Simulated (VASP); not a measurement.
The system is TiO2.

```xyz
9
Lattice="2.9683 0.0000 0.0000 0.0002 4.7076 0.0000 1.4836 0.2424 7.0835" Properties=species:S:1:pos:R:3 pbc="T T T"
Ti    0.0111    0.0020    0.0050
Ti    1.4933    2.3377    2.2452
Ti    2.9797    2.6161    4.8486
O     1.4969    0.9041    0.9105
O     2.9795    1.5111    3.2009
O     1.4967    1.6498    5.7110
O     2.9804    3.3042    1.3825
O     1.4963    3.4427    3.8925
O     2.9811    4.0496    6.1826
```

```yaml
Program: VASP 6.6.1
Task: relaxation of cell and atoms
Functional: LDA
Potentials_or_basis: VASP PAW LDA potentials, release 64 (Ti_sv, O)
Cutoff: 600 eV
k_mesh: 7 × 5 × 3
Occupations: fermi-dirac, width 0.05 eV
Spin: no spin polarisation
Hubbard_terms: Ti d U = 2.0 eV
```

At the start: pressure -4.2 GPa; volume 11.00 Å³/atom.

Problem. How do energy, volume and symmetry change on relaxing?

Solution. Over 34 steps the energy falls by 2.9 meV/atom and the volume is 10.77 Å³/atom (-2.1 %); space group C2/m (No. 12, to 0.1 Å) before and after.

Step by step:
| step | energy change (eV) | largest force (eV/Å) | pressure (GPa) | volume (Å³) |
| --- | --- | --- | --- | --- |
| 1 | 0.0000 | 0.2124 | -4.22 | 98.98 |
| 2 | 0.0328 | 0.6730 | 6.72 | 94.89 |
| 3 | -0.0230 | 0.1204 | -0.17 | 97.35 |
| 4 | -0.0230 | 0.1272 | -0.09 | 97.32 |
| 5 | -0.0245 | 0.1006 | 0.03 | 97.10 |
| 6 | -0.0245 | 0.1106 | 0.04 | 97.09 |
| 7 | -0.0249 | 0.0721 | -0.05 | 97.01 |
| 8 | -0.0250 | 0.0442 | -0.02 | 97.03 |
| 9 | -0.0252 | 0.0184 | -0.02 | 97.00 |
| 10 | -0.0253 | 0.0263 | -0.01 | 96.97 |
| 11 | -0.0254 | 0.0178 | 0.00 | 96.93 |
| 12 | -0.0254 | 0.0169 | 0.01 | 96.92 |
| 13 | -0.0255 | 0.0141 | -0.02 | 96.92 |
| 14 | -0.0255 | 0.0183 | -0.03 | 96.93 |
| 15 | -0.0255 | 0.0143 | -0.02 | 96.91 |
| 16 | -0.0255 | 0.0163 | 0.00 | 96.90 |
| 17 | -0.0256 | 0.0122 | 0.02 | 96.89 |
| 18 | -0.0256 | 0.0135 | 0.08 | 96.87 |
| 19 | -0.0256 | 0.0100 | 0.07 | 96.88 |
| 20 | -0.0256 | 0.0112 | -0.04 | 96.90 |
| 21 | -0.0256 | 0.0107 | -0.03 | 96.90 |
| 22 | -0.0256 | 0.0109 | -0.02 | 96.89 |
| 23 | -0.0257 | 0.0144 | 0.01 | 96.88 |
| 24 | -0.0257 | 0.0163 | 0.03 | 96.87 |
| 25 | -0.0257 | 0.0144 | 0.03 | 96.87 |
| 26 | -0.0257 | 0.0149 | 0.02 | 96.87 |
| 27 | -0.0257 | 0.0204 | 0.00 | 96.87 |
| 28 | -0.0257 | 0.0149 | 0.01 | 96.87 |
| 29 | -0.0258 | 0.0179 | 0.04 | 96.87 |
| 30 | -0.0258 | 0.0169 | 0.03 | 96.87 |
| 31 | -0.0258 | 0.0140 | 0.01 | 96.89 |
| 32 | -0.0258 | 0.0179 | -0.03 | 96.92 |
| 33 | -0.0258 | 0.0136 | -0.03 | 96.91 |
| 34 | -0.0258 | 0.0097 | -0.02 | 96.91 |

Final structure:
```xyz
9
Lattice="2.9542 -0.0001 0.0001 0.0000 4.6492 -0.0089 1.4767 0.2258 7.0556" Properties=species:S:1:pos:R:3 pbc="T T T"
Ti    0.0121    0.0019    0.0050
Ti    1.4888    2.3153    2.2366
Ti    2.9662    2.5633    4.8201
O     1.4887    0.9033    0.8971
O     2.9657    1.4782    3.1797
O     1.4886    1.6061    5.6747
O     2.9657    3.2727    1.3820
O     1.4888    3.4005    3.8770
O     2.9655    3.9753    6.1595
```
